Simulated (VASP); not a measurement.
Input of a VASP 6.6.1 run:

The input INCAR:

```
PREC = Accurate
ENCUT = 520
EDIFF = 1E-6
ISMEAR = 0
SIGMA = 0.05
LREAL = F
LASPH = T
NELM = 60
ALGO = Normal
ISIF = 2
LWAVE = F
LCHARG = F
NBANDS = 12
```

Contents of KPOINTS:

```
regular mesh
0
Gamma
  8 8 8
```

POSCAR

```
CsH
1.0
    0.0000000000      3.5785891550      2.5300625326
    3.5785891550      0.0000000000      2.5300625326
    3.5785891550      3.5785891550      0.0000000000
Cs H
1 1
Direct
    0.0000000000      0.0000000000      0.0000000000
    0.5000000000      0.5000000000      0.5000000000
```

Potentials or basis: VASP PAW LDA potentials, release 64 (Cs_sv, H).

Run with:

```console
$ cat potpaw_LDA.64/Cs_sv/POTCAR potpaw_LDA.64/H/POTCAR > POTCAR
$ mpirun -np 1 vasp_std > vasp.out
```

Problem. Predict the pressure.

Solution. 2.4 GPa.

Problem. What does it give for the band gap on the k mesh?

Solution. 1.15 eV, direct.

Stress tensor (GPa, compression positive):
```
-2.02  0.00  0.00
 0.00 -2.02  0.00
 0.00  0.00 11.32
```

Caveat: spin-orbit coupling is left out, which moves the levels of the heavy elements. A k mesh can miss the band edges.
